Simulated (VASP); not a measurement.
# MnSb (Pm-3m) in VASP: notebook, part 2 of 2

VASP 6.6.1. The steps go on from the part before.

### 5 Single point, PBE, collinear spin, ferromagnetic start

This run uses another cell than the first one, of 19.17 Å³/atom.

Contents of INCAR:

```
SYSTEM = MnSb
PREC     = Accurate       ! precision mode
ENCUT    = 520            ! plane-wave cutoff, eV
EDIFF    = 1E-7           ! SCF threshold, eV
ISMEAR   = 0              ! smearing method
SIGMA    = 0.1            ! smearing width, eV
LREAL    = .FALSE.        ! projectors in reciprocal space
LASPH    = .TRUE.         ! aspherical terms in the spheres
NELM     = 150            ! most SCF steps
ALGO     = Normal         ! electronic algorithm
ISIF     = 2              ! what is computed and relaxed
LWAVE    = .FALSE.        ! write WAVECAR
LCHARG   = .FALSE.        ! write CHGCAR
ISPIN    = 2              ! spin polarisation
MAGMOM   = 3.49 0         ! initial moments
LORBIT   = 11             ! projections on sites
LMAXMIX  = 4              ! l up to which the mixer works
GGA      = PE             ! functional
NBANDS   = 20             ! bands
```

Contents of KPOINTS:

```
Automatic mesh
0
G
  16 16 16
  0 0 0
```

Contents of POSCAR:

```
MnSb
1.0
    3.3717477514      0.0000000000      0.0000000000
    0.0000000000      3.3717477514      0.0000000000
    0.0000000000      0.0000000000      3.3717477514
Mn Sb
1 1
Direct
    0.0000000000      0.0000000000      0.0000000000
    0.5000000000      0.5000000000      0.5000000000
```

Potentials or basis: VASP PAW PBE potentials, release 64 (Mn_pv, Sb).

The run is started by

```
> cat potpaw_PBE.64/Mn_pv/POTCAR potpaw_PBE.64/Sb/POTCAR > POTCAR
> mpirun -np 1 vasp_std > vasp.out
```

OUTCAR:

```text
SYSTEM = MnSb
   PREC = Accurate
   ENCUT = 520
   EDIFF = 1E-7
   ISMEAR = 0
   LREAL = .FALSE.
   LASPH = .TRUE.
   NELM = 150
   ISIF = 2
   ISPIN = 2
   LORBIT = 11
   GGA = PE

 ion  position               nearest neighbor table
   1  0.000  0.000  0.000-   2 2.92   2 2.92   2 2.92   2 2.92   2 2.92   2 2.92   2 2.92   2 2.92

   2  0.500  0.500  0.500-   1 2.92   1 2.92   1 2.92   1 2.92   1 2.92   1 2.92   1 2.92   1 2.92

  LATTYP: Found a simple cubic cell.
 ALAT       =     3.3717477514

  Lattice vectors:

 A1 = (   3.3717477514,   0.0000000000,   0.0000000000)
 A2 = (   0.0000000000,   3.3717477514,   0.0000000000)
 A3 = (   0.0000000000,   0.0000000000,   3.3717477514)

Analysis of symmetry for initial positions (statically):
=====================================================================
 Subroutine PRICEL returns:
 Original cell was already a primitive cell.

 Routine SETGRP: Setting up the symmetry group for a
 simple cubic supercell.

 Subroutine GETGRP returns: Found 48 space group operations
 (whereof 48 operations were pure point group operations)
 out of a pool of 48 trial point group operations.

The static configuration has the point symmetry O_h .

Analysis of symmetry for dynamics (positions and initial velocities):
=====================================================================
 Subroutine PRICEL returns:
 Original cell was already a primitive cell.

 Routine SETGRP: Setting up the symmetry group for a
 simple cubic supercell.

 Subroutine GETGRP returns: Found 48 space group operations
 (whereof 48 operations were pure point group operations)
 out of a pool of 48 trial point group operations.

The dynamic configuration has the point symmetry O_h .

Analysis of structural, dynamic, and magnetic symmetry:
=====================================================================
 Subroutine PRICEL returns:
 Original cell was already a primitive cell.

[... 150 lines left out ...]
  ext. energy  EPLUGINS =         0.00000000
  ---------------------------------------------------
  free energy    TOTEN  =       -12.53387699 eV

  energy without entropy =      -12.52223810  energy(sigma->0) =      -12.52805755

 E-fermi :   9.2599     XC(G=0): -11.3004

 val. band max:        9.2596438580   @ k =   0.5000   0.2500   0.1875
 cond. band min:       9.2630838644   @ k =   0.2500   0.2500   0.0000
 fundamental gap:      0.0034400064
 Fermi energy:         9.2599298294

 spin component 1

 k-point     1 :       0.0000    0.0000    0.0000
  band No.  band energies     occupation
      1     -40.2467      1.00000
      2     -40.2467      1.00000
      3     -40.2467      1.00000
      4      -3.2105      1.00000
      5       6.2888      1.00000
      6       6.2888      1.00000
[... 541 lines left out ...]
     19      23.7324      0.00000
     20      25.1465      0.00000

 [... further k-points ...]

 spin component 2

 k-point     1 :       0.0000    0.0000    0.0000
  band No.  band energies     occupation
      1     -36.7938      1.00000
      2     -36.7938      1.00000
      3     -36.7938      1.00000
      4      -3.2561      1.00000
      5       8.5714      1.00000
      6       8.5714      1.00000
[... 541 lines left out ...]
     19      23.7653      0.00000
     20      25.2173      0.00000

 [... further k-points ...]

------------------------ aborting loop because EDIFF is reached ----------------------------------------

  FORCE on cell =-STRESS in cart. coord.  units (eV):
  Direction    XX          YY          ZZ          XY          YZ          ZX
  --------------------------------------------------------------------------------------
  -------------------------------------------------------------------------------------
  Total       -0.0167726     -0.0167726     -0.0167726      0.0000000      0.0000000      0.0000000
  in kB       -0.7010427     -0.7010427     -0.7010427      0.0000000      0.0000000      0.0000000
  external PRESSURE =      -0.7010427 kB  Pullay stress =       0.0000000 kB

 VOLUME and BASIS-vectors are now :
 -----------------------------------------------------------------------------
  energy-cutoff  :      520.00
  volume of cell :       38.33
      direct lattice vectors                 reciprocal lattice vectors
     3.371747751  0.000000000  0.000000000     0.296582091  0.000000000  0.000000000
     0.000000000  3.371747751  0.000000000     0.000000000  0.296582091  0.000000000
     0.000000000  0.000000000  3.371747751     0.000000000  0.000000000  0.296582091

 POSITION                                       TOTAL-FORCE (eV/Angst)
 -----------------------------------------------------------------------------------
      0.00000      0.00000      0.00000         0.000000      0.000000      0.000000
      1.68587      1.68587      1.68587         0.000000      0.000000      0.000000
 -----------------------------------------------------------------------------------
    total drift:                               -0.000000     -0.000000     -0.000000

  FREE ENERGIE OF THE ION-ELECTRON SYSTEM (eV)
  ---------------------------------------------------
  free  energy   TOTEN  =       -12.5338769891 eV

  energy  without entropy=      -12.5222381011  energy(sigma->0) =      -12.52805755

 total charge

# of ion       s       p       d       tot
------------------------------------------
    1        0.247   6.162   5.096  11.505
    2        1.196   1.183   0.058   2.437
--------------------------------------------------
tot          1.442   7.345   5.154  13.942

 magnetization (x)

# of ion       s       p       d       tot
------------------------------------------
    1        0.022   0.017   3.241   3.281
    2        0.024  -0.139   0.000  -0.115
--------------------------------------------------
tot          0.047  -0.122   3.241   3.166
```

OSZICAR:

```text
N       E                     dE             d eps       ncg     rms          rms(c)
DAV:   1     0.134018896883E+03    0.13402E+03   -0.91591E+03 13360   0.884E+02
DAV:   2    -0.823622085690E+01   -0.14226E+03   -0.13605E+03 13576   0.260E+02
DAV:   3    -0.133527408575E+02   -0.51165E+01   -0.50486E+01 15136   0.545E+01
DAV:   4    -0.134189730929E+02   -0.66232E-01   -0.66196E-01 14884   0.626E+00
DAV:   5    -0.134205158432E+02   -0.15428E-02   -0.15427E-02 15044   0.950E-01    0.998E+00
DAV:   6    -0.146403606537E+02   -0.12198E+01   -0.10369E+01 14452   0.364E+01    0.162E+01
DAV:   7    -0.124889790576E+02    0.21514E+01   -0.40137E+00 14456   0.256E+01    0.371E+00
DAV:   8    -0.125306760589E+02   -0.41697E-01   -0.11426E-01 14920   0.241E+00    0.179E+00
DAV:   9    -0.125310664959E+02   -0.39044E-03   -0.28205E-02 14436   0.135E+00    0.913E-01
DAV:  10    -0.125324491399E+02   -0.13826E-02   -0.31407E-03 14740   0.458E-01    0.542E-01
DAV:  11    -0.125338147975E+02   -0.13657E-02   -0.13860E-03 14448   0.353E-01    0.136E-01
DAV:  12    -0.125338772628E+02   -0.62465E-04   -0.13931E-04 14988   0.914E-02    0.364E-02
DAV:  13    -0.125338786467E+02   -0.13840E-05   -0.83655E-06 14948   0.210E-02    0.220E-02
DAV:  14    -0.125338768617E+02    0.17850E-05   -0.20554E-06 14324   0.993E-03    0.894E-03
DAV:  15    -0.125338770218E+02   -0.16011E-06   -0.67231E-07 14096   0.509E-03    0.516E-03
DAV:  16    -0.125338769891E+02    0.32680E-07   -0.60642E-08  9552   0.218E-03
   1 F= -.12533877E+02 E0= -.12528058E+02  d E =-.116389E-01  mag=     3.1820
```

stdout:

```text
POSCAR found type information on POSCAR MnSb
 POSCAR found :  2 types and       2 ions
 scaLAPACK will be used
 LDA part: xc-table for (Slater+PW92), standard interpolation
 POSCAR, INCAR and KPOINTS ok, starting setup
 FFT: planning ... GRIDC
 FFT: planning ... GRID_SOFT
 FFT: planning ... GRID
 WAVECAR not read
 entering main loop
```

Run time: 6.1 min. Hardware: 1 thread of Intel Xeon 8259CL, shared host; peak memory 0.32 GiB.

Results:

- Free energy: -12.5339 eV
- Pressure: -0.1 GPa
- Net moment: 3.18 μB per cell
- Site moments: Mn +3.28; Sb -0.12 μB
- Valence electrons inside the program's atomic spheres: Mn 11.51; Sb 2.44

Caveat: spin-orbit coupling is left out, which moves the levels of the heavy elements; a cell with one magnetic atom can't hold antiferromagnetic order, which such compounds often take.

### 6 Summary

```tsv
spin	cell	k mesh	gap on the mesh (eV)	pressure (GPa)	moment (μB)
collinear	a = 3.346 Å, 2 atoms	6 × 6 × 6	none	0.1	3.01
collinear, ferromagnetic start	a = 3.538 Å, 2 atoms	6 × 6 × 6	none	-5.0	3.77
collinear, ferromagnetic start	a = 3.372 Å, 2 atoms	16 × 16 × 16	none	-0.1	3.18
```

Alike in all rows: task single point; level PBE; potentials or basis VASP PAW PBE potentials, release 64 (Mn_pv, Sb); cutoff (eV) 520; smearing gaussian 0.1 eV.

Caveats: spin-orbit coupling is left out, which moves the levels of the heavy elements; a cell with one magnetic atom can't hold antiferromagnetic order, which such compounds often take; the cell stands under tension (at least some runs).

Total energies depend on the potentials used, so only differences within one code and one set of settings carry meaning.

The gap in the log of VASP goes by the Fermi energy; the results here count the filled bands.